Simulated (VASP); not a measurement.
# TaAs in VASP: a series of runs

The runs below take TaAs through single point, with PBEsol.

Everything below comes from runs of VASP 6.6.1. Logs are shortened: lines on timing, memory, paths and dates and some standing lists are left out, and cuts for length are marked.

**1. The cell of the first run**

The cell holds a slab with vacuum, 8 atoms: a = 3.429 Å, b = 3.429 Å, c = 17.636 Å, α = 90.00°, β = 90.00°, γ = 90.00°.

**2. Single point, PBEsol**

INCAR reads:

```
SYSTEM = TaAs
  PREC = Accurate
  ENCUT = 520
  EDIFF = 1E-6
  ISMEAR = 0
  SIGMA = 0.1
  LREAL = .False.
  LASPH = .True.
  NELM = 80
  ALGO = Normal
  ISIF = 2
  LWAVE = .False.
  LCHARG = .True.
  GGA = PS
  LELF = .True.
  LVHAR = .True.
  NBANDS = 42
```

KPOINTS reads:

```
regular mesh
0
Gamma
  10 10 1
  0 0 0
```

POSCAR reads:

```
TaAs
1.0
    3.4287004765      0.0000000000      0.0000000000
    0.0000000000      3.4287004765      0.0000000000
    0.0000000000      0.0000000000     17.6361302632
Ta As
4 4
Direct
    0.5000000000      0.5000000000      0.2268071249
    0.0000000000      0.5000000000      0.3909908808
    0.0000000000      0.0000000000      0.5551746368
    0.5000000000      0.0000000000      0.7193583927
    0.0000000000      0.0000000000      0.2806416073
    0.5000000000      0.0000000000      0.4448253632
    0.5000000000      0.5000000000      0.6090091192
    0.0000000000      0.5000000000      0.7731928751
```

Potentials or basis: VASP PAW PBE potentials, release 64 (Ta_pv, As).

Command:

```
$ cat potpaw_PBE.64/Ta_pv/POTCAR potpaw_PBE.64/As/POTCAR > POTCAR
$ mpirun -np 1 vasp_std > vasp.out
```

OUTCAR:

```text
SYSTEM = TaAs
   PREC = Accurate
   ENCUT = 520
   EDIFF = 1E-6
   ISMEAR = 0
   LREAL = .False.
   LASPH = .True.
   NELM = 80
   ISIF = 2
   GGA = PS

 ion  position               nearest neighbor table
   1  0.500  0.500  0.227-   5 2.60   5 2.60   5 2.60   5 2.60   2 3.37   2 3.37
   2  0.000  0.500  0.391-   5 2.59   5 2.59   6 2.60   6 2.60   6 2.60   6 2.60   1 3.37   1 3.37
                             3 3.37   3 3.37
   3  0.000  0.000  0.555-   6 2.59   6 2.59   7 2.60   7 2.60   7 2.60   7 2.60   4 3.37   4 3.37
                             2 3.37   2 3.37
   4  0.500  0.000  0.719-   7 2.59   7 2.59   8 2.60   8 2.60   8 2.60   8 2.60   3 3.37   3 3.37

   5  0.000  0.000  0.281-   2 2.59   2 2.59   1 2.60   1 2.60   1 2.60   1 2.60
   6  0.500  0.000  0.445-   3 2.59   3 2.59   2 2.60   2 2.60   2 2.60   2 2.60
   7  0.500  0.500  0.609-   4 2.59   4 2.59   3 2.60   3 2.60   3 2.60   3 2.60
   8  0.000  0.500  0.773-   4 2.60   4 2.60   4 2.60   4 2.60

  LATTYP: Found a simple tetragonal cell.
 ALAT       =     3.4287004765
 C/A-ratio  =     5.1436777240

  Lattice vectors:

 A1 = (   3.4287004765,   0.0000000000,   0.0000000000)
 A2 = (   0.0000000000,   3.4287004765,   0.0000000000)
 A3 = (   0.0000000000,   0.0000000000,  17.6361302632)

Analysis of symmetry for initial positions (statically):
=====================================================================
 Subroutine PRICEL returns:
 Original cell was already a primitive cell.

 Routine SETGRP: Setting up the symmetry group for a
 simple tetragonal supercell.

 Subroutine GETGRP returns: Found  4 space group operations
 (whereof  4 operations were pure point group operations)
 out of a pool of 16 trial point group operations.

The static configuration has the point symmetry C_2v.

Analysis of symmetry for dynamics (positions and initial velocities):
=====================================================================
 Subroutine PRICEL returns:
 Original cell was already a primitive cell.

 Routine SETGRP: Setting up the symmetry group for a
 simple tetragonal supercell.

 Subroutine GETGRP returns: Found  4 space group operations
 (whereof  4 operations were pure point group operations)
 out of a pool of 16 trial point group operations.

The dynamic configuration has the point symmetry C_2v.

[... 113 lines left out ...]
   NSW    =      0    number of steps for IOM
   IBRION =     -1    ionic relax: 0-MD 1-quasi-New 2-CG
   NFREE  =      0    steps in history (QN), initial steepest desc. (CG)
   ISIF   =      2    stress and relaxation
   ISYM   =      2    0-nonsym 1-usesym 2-fastsym
   POTIM  = 0.5000    time-step for ionic-motion
   TEBEG  =    0.0;   TEEND  =   0.0 temperature during run
   PSTRESS=    0.0 pullay stress
   NELECT =      64.0000    total number of electrons
   NUPDOWN=      -1.0000    fix difference up-down
   EMIN   =  10.00;   EMAX   =-10.00  energy-range for DOS
   EFERMI =   0.00;   METHOD = LEGACY
   ISMEAR =     0;   SIGMA  =   0.10  broadening in eV -4-tet -1-fermi 0-gaus
   EFERMI_NEDOS =   21; number of points for ismear=-14 and -15
   IALGO  =     38    algorithm
   IMIX   =      4    mixing-type and parameters
     AMIX     =   0.40;   BMIX     =  1.00
     AMIX_MAG =   1.60;   BMIX_MAG =  1.00
  volume/ion in A,a.u.               =      25.92       174.89
  Fermi-wavevector in a.u.,A,eV,Ry     =   1.106405  2.090802 16.655319  1.224131
  Thomas-Fermi vector in A             =   2.242905
   LORBIT       =      0    0 simple, 1 ext, 2 COOP (PROOUT), +10 PAW based schemes
   GGA     = PS    functional components
   LHFCALC =     F    Hartree Fock is set to
   AEXX    =    0.0000 exact exchange contribution
   IVDW    =     0    specifies the selected vdW correction
   LEPSILON=     F    determine dielectric tensor
   LRPA    =     F    only Hartree local field effects (RPA)
 non-spin polarized calculation
 Gauss-broadening in eV      SIGMA  =   0.10
  energy-cutoff  :      520.00
  volume of cell :      207.33
 maximum number of plane-waves:      5612
 NGX is ok and might be reduce to    28
   NGX = 13   NGY = 13   NGZ = 65

 number of electron      64.0000015 magnetization

 Free energy of the ion-electron system (eV)
  ---------------------------------------------------
  ext. energy  EPLUGINS =         0.00000000
  ---------------------------------------------------
  free energy    TOTEN  =       -71.86789883 eV

  energy without entropy =      -71.84474443  energy(sigma->0) =      -71.85632163

 E-fermi :   2.9578     XC(G=0):  -8.9406

 val. band max:        2.9522576856   @ k =   0.4000   0.1000   0.0000
 cond. band min:       2.9619615464   @ k =   0.5000   0.2000   0.0000
 fundamental gap:      0.0097038608
 Fermi energy:         2.9577752307

 k-point     1 :       0.0000    0.0000    0.0000
  band No.  band energies     occupation
      1     -31.9522      2.00000
      2     -31.8478      2.00000
      3     -31.8152      2.00000
      4     -31.8112      2.00000
      5     -31.7213      2.00000
      6     -31.6936      2.00000
[... 1069 lines left out ...]
     41       6.3104      0.00000
     42       6.3963      0.00000

 [... further k-points ...]

------------------------ aborting loop because EDIFF is reached ----------------------------------------

  FORCE on cell =-STRESS in cart. coord.  units (eV):
  Direction    XX          YY          ZZ          XY          YZ          ZX
  --------------------------------------------------------------------------------------
  -------------------------------------------------------------------------------------
  Total       -4.1127976     -2.6089224      0.0394106      0.0000000      0.0000000      0.0000000
  in kB      -31.7823152    -20.1608739      0.3045519      0.0000000      0.0000000      0.0000000
  external PRESSURE =     -17.2128791 kB  Pullay stress =       0.0000000 kB

 VOLUME and BASIS-vectors are now :
 -----------------------------------------------------------------------------
  energy-cutoff  :      520.00
  volume of cell :      207.33
      direct lattice vectors                 reciprocal lattice vectors
     3.428700476  0.000000000  0.000000000     0.291655689  0.000000000  0.000000000
     0.000000000  3.428700476  0.000000000     0.000000000  0.291655689  0.000000000
     0.000000000  0.000000000 17.636130263     0.000000000  0.000000000  0.056701781

 POSITION                                       TOTAL-FORCE (eV/Angst)
 -----------------------------------------------------------------------------------
      1.71435      1.71435      4.00000         0.000000      0.000000      0.901824
      0.00000      1.71435      6.89557         0.000000      0.000000     -0.178669
      0.00000      0.00000      9.79113         0.000000      0.000000     -0.293176
      1.71435      0.00000     12.68670         0.000000      0.000000     -0.235168
      0.00000      0.00000      4.94943         0.000000      0.000000     -0.835231
      1.71435      0.00000      7.84500         0.000000      0.000000      0.147092
      1.71435      1.71435     10.74056         0.000000      0.000000      0.063541
      0.00000      1.71435     13.63613         0.000000      0.000000      0.429787
 -----------------------------------------------------------------------------------
    total drift:                                0.000000      0.000000      0.001103

  FREE ENERGIE OF THE ION-ELECTRON SYSTEM (eV)
  ---------------------------------------------------
  free  energy   TOTEN  =       -71.8678988253 eV

  energy  without entropy=      -71.8447444332  energy(sigma->0) =      -71.85632163
```

stdout:

```text
POSCAR found type information on POSCAR TaAs
 POSCAR found :  2 types and       8 ions
 scaLAPACK will be used
 -----------------------------------------------------------------------------
|                                                                             |
|                                                                             |
|     You enforced a specific xc type in the INCAR file but a different       |
|     I HOPE YOU KNOW WHAT YOU ARE DOING!                                     |
|                                                                             |
 -----------------------------------------------------------------------------

 LDA part: xc-table for (Slater+PW92), standard interpolation
 POSCAR, INCAR and KPOINTS ok, starting setup
 FFT: planning ... GRIDC
 FFT: planning ... GRID_SOFT
 FFT: planning ... GRID
 WAVECAR not read
 entering main loop
```

Run time: 17 min. Hardware: 1 thread of Intel Xeon 8259CL, shared host; peak memory 0.47 GiB.

What came out:

* Free energy: -71.8679 eV
* Largest force: 0.902 eV/Å
* Band gap on the k mesh: zero (bands 32 and 33 overlap by 1.06 eV)

Forces in eV/Å, atoms in the order of the input:
```
Ta   0.000  0.000  0.902
Ta   0.000  0.000 -0.179
Ta   0.000  0.000 -0.293
Ta   0.000  0.000 -0.235
As   0.000  0.000 -0.835
As   0.000  0.000  0.147
As   0.000  0.000  0.064
As   0.000  0.000  0.430
```

Levels at points of the mesh, in eV from the Fermi level:
```tsv
k point	band 28	band 29	band 30	band 31	band 32	band 33	band 34	band 35	band 36	band 37
(0.00, 0.00, 0.00)	-1.75	-1.17	-1.17	-0.43	-0.33	-0.16	1.13	1.36	1.58	1.75
(0.50, 0.00, 0.00)	-1.76	-1.41	-1.02	0.05	0.24	0.30	0.80	1.00	1.26	1.29
(0.00, 0.50, 0.00)	-1.64	-0.79	-0.75	-0.08	0.19	0.22	0.35	0.37	1.24	1.73
(0.50, 0.50, 0.00)	-1.38	-1.13	-0.92	-0.89	0.85	0.86	1.53	2.46	3.02	3.05
```

Caveat: there is no dipole correction, which matters where the two faces differ; the PAW data sets were made with another functional, which shifts forces and pressure a little; spin-orbit coupling is left out, which moves the levels of the heavy elements.

**3. Single point, PBEsol**

This run uses another cell than the first one.

INCAR reads:

```
PREC = Accurate
ENCUT = 520
EDIFF = 1E-6
ISMEAR = 0
SIGMA = 0.1
LREAL = F
LASPH = T
NELM = 80
ALGO = Normal
ISIF = 2
LWAVE = F
LCHARG = F
LDIPOL = T
IDIPOL = 3
DIPOL = 0.5 0.5 0.500
GGA = PS
NBANDS = 42
```

KPOINTS reads:

```
Automatic mesh
0
Gamma
  10 10 1
```

POSCAR reads:

```
TaAs
1.0
    3.4287004765      0.0000000000      0.0000000000
    0.0000000000      3.4287004765      0.0000000000
    0.0000000000      0.0000000000     24.6361302632
Ta As
4 4
Direct
    0.5000000000      0.5000000000      0.3044309281
    0.0000000000      0.5000000000      0.4219642450
    0.0000000000      0.0000000000      0.5394975619
    0.5000000000      0.0000000000      0.6570308789
    0.0000000000      0.0000000000      0.3429691211
    0.5000000000      0.0000000000      0.4605024381
    0.5000000000      0.5000000000      0.5780357550
    0.0000000000      0.5000000000      0.6955690719
```

Potentials or basis: VASP PAW PBE potentials, release 64 (Ta_pv, As).

Command:

```
$ cat potpaw_PBE.64/Ta_pv/POTCAR potpaw_PBE.64/As/POTCAR > POTCAR
$ mpirun -np 1 vasp_std > vasp.out
```

Run time: 38 min. Hardware: 1 thread of Intel Xeon 8259CL, shared host; peak memory 0.64 GiB.

Results (log left out):

```yaml
Free_energy: -71.8660 eV
Largest_force: 0.896 eV/Å
Band_gap_on_the_k_mesh: zero (bands 32 and 33 overlap by 1.06 eV)
```

Forces in eV/Å, atoms in the order of the input:
```
Ta   0.000  0.000  0.896
Ta   0.000  0.000 -0.177
Ta   0.000  0.000 -0.297
Ta   0.000  0.000 -0.227
As   0.000  0.000 -0.831
As   0.000  0.000  0.149
As   0.000  0.000  0.064
As   0.000  0.000  0.424
```

Levels at points of the mesh, in eV from the Fermi level:
| k point | band 28 | band 29 | band 30 | band 31 | band 32 | band 33 | band 34 | band 35 | band 36 | band 37 |
| --- | --- | --- | --- | --- | --- | --- | --- | --- | --- | --- |
| (0.00, 0.00, 0.00) | -1.75 | -1.17 | -1.16 | -0.46 | -0.32 | -0.15 | 1.14 | 1.36 | 1.58 | 1.76 |
| (0.50, 0.00, 0.00) | -1.76 | -1.41 | -1.01 | 0.06 | 0.24 | 0.32 | 0.80 | 1.00 | 1.24 | 1.29 |
| (0.00, 0.50, 0.00) | -1.64 | -0.79 | -0.75 | -0.07 | 0.21 | 0.23 | 0.35 | 0.38 | 1.23 | 1.74 |
| (0.50, 0.50, 0.00) | -1.38 | -1.12 | -0.92 | -0.88 | 0.85 | 0.86 | 1.55 | 2.46 | 3.02 | 3.05 |

Caveat: the PAW data sets were made with another functional, which shifts forces and pressure a little; spin-orbit coupling is left out, which moves the levels of the heavy elements.

**4. Single point, PBEsol**

This run uses another cell than the first one.

INCAR reads:

```
SYSTEM = TaAs
PREC = Accurate
ENCUT = 520
EDIFF = 1E-6
ISMEAR = 1
SIGMA = 0.2
LREAL = .FALSE.
LASPH = .TRUE.
NELM = 60
ALGO = Normal
ISIF = 2
LWAVE = .FALSE.
LCHARG = .TRUE.
LDIPOL = .TRUE.
IDIPOL = 3
DIPOL = 0.5 0.5 0.500
GGA = PS
LELF = .TRUE.
LVHAR = .TRUE.
LVACPOTAV = .TRUE.
NBANDS = 42
```

KPOINTS reads:

```
Automatic mesh
0
G
  10 10 1
  0 0 0
```

POSCAR is that of step 3.

Command:

```
$ cat potpaw_PBE.64/Ta_pv/POTCAR potpaw_PBE.64/As/POTCAR > POTCAR
$ mpirun -np 1 vasp_std > vasp.out
```

Wall time 37 min (1 thread of Intel Xeon 8259CL, shared host); peak memory 0.63 GiB.

Results (log left out):

| Item | Value |
| --- | --- |
| Free energy | -71.8535 eV |
| Largest force | 0.885 eV/Å |
| Band gap on the k mesh | zero (bands 32 and 33 overlap by 1.06 eV) |

Forces on the atoms (eV/Å):
```
Ta   0.000  0.000  0.885
Ta   0.000  0.000 -0.176
Ta   0.000  0.000 -0.299
Ta   0.000  0.000 -0.222
As   0.000  0.000 -0.823
As   0.000  0.000  0.150
As   0.000  0.000  0.063
As   0.000  0.000  0.421
```

Levels at points of the mesh, in eV from the Fermi level:
| k point | band 28 | band 29 | band 30 | band 31 | band 32 | band 33 | band 34 | band 35 | band 36 | band 37 |
| --- | --- | --- | --- | --- | --- | --- | --- | --- | --- | --- |
| (0.00, 0.00, 0.00) | -1.74 | -1.17 | -1.16 | -0.45 | -0.32 | -0.14 | 1.14 | 1.36 | 1.58 | 1.76 |
| (0.50, 0.00, 0.00) | -1.76 | -1.41 | -1.01 | 0.07 | 0.24 | 0.32 | 0.81 | 1.01 | 1.25 | 1.29 |
| (0.00, 0.50, 0.00) | -1.63 | -0.79 | -0.75 | -0.07 | 0.21 | 0.23 | 0.35 | 0.38 | 1.23 | 1.75 |
| (0.50, 0.50, 0.00) | -1.38 | -1.12 | -0.91 | -0.87 | 0.85 | 0.86 | 1.55 | 2.46 | 3.02 | 3.05 |

Caveat: the PAW data sets were made with another functional, which shifts forces and pressure a little; spin-orbit coupling is left out, which moves the levels of the heavy elements.

**5. Summary**

| cell | smearing | dipole correction | gap on the mesh (eV) | largest force (eV/Å) |
| --- | --- | --- | --- | --- |
| a = 3.429, b = 3.429, c = 17.636 Å, 8 atoms | gaussian 0.1 eV | no | none | 0.90 |
| a = 3.429, b = 3.429, c = 24.636 Å, 8 atoms | gaussian 0.1 eV | yes | none | 0.90 |
| a = 3.429, b = 3.429, c = 24.636 Å, 8 atoms | methfessel-paxton 0.2 eV | yes | none | 0.89 |

Alike in all rows: task single point; level PBEsol; potentials or basis VASP PAW PBE potentials, release 64 (Ta_pv, As); no spin polarisation; k mesh 10 × 10 × 1; cutoff (eV) 520.

Caveats: the PAW data sets were made with another functional, which shifts forces and pressure a little; spin-orbit coupling is left out, which moves the levels of the heavy elements; there is no dipole correction, which matters where the two faces differ (at least some runs).

Total energies depend on the potentials used, so only differences within one code and one set of settings carry meaning.
